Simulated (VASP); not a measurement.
Wanted: the native input for a VASP 6.6.1 run.

* Task: single point
* Functional: PBE
* Potentials or basis: VASP PAW PBE potentials, release 64 (Se, Zn)
* Cutoff: 520 eV
* k mesh: 12 × 12 × 12
* Occupations: gaussian, width 0.05 eV
* Spin: no spin polarisation
* Dipole correction: no
* Further INCAR settings: ALGO = Normal; EDIFF = 1e-06; NBANDS = 16

The structure of ZnSe lies in POSCAR:

```
ZnSe
1.0
    0.0000000000      2.4916091480      2.4916091480
    2.4916091480      0.0000000000      2.4916091480
    2.4916091480      2.4916091480      0.0000000000
Se Zn
1 1
Direct
    0.0000000000      0.0000000000      0.0000000000
    0.5000000000      0.5000000000      0.5000000000
```

This cell differs from its parent crystal: volume scaled by 0.800.

These files were run (other wordings do the same):

INCAR

```
SYSTEM = ZnSe
PREC = Accurate
ENCUT = 520
EDIFF = 1E-6
ISMEAR = 0
SIGMA = 0.05
LREAL = .FALSE.
LASPH = .TRUE.
NELM = 80
ALGO = Normal
ISIF = 2
LWAVE = .FALSE.
LCHARG = .FALSE.
GGA = PE
NBANDS = 16
```

KPOINTS

```
regular mesh
0
G
  12 12 12
  0 0 0
```

Potentials or basis: VASP PAW PBE potentials, release 64 (Se, Zn).

Run with:

```sh
$ cat potpaw_PBE.64/Se/POTCAR potpaw_PBE.64/Zn/POTCAR > POTCAR
$ mpirun -np 1 vasp_std > vasp.out
```

It gave:

The pressure is 26.9 GPa and the band gap on the k mesh is zero (band 9 reaches 5.59 eV, above the bottom of band 10 at 4.38 eV).

It took 57 s on 1 thread of Intel Xeon 8259CL, with other jobs on the host, peak memory 0.18 GiB.
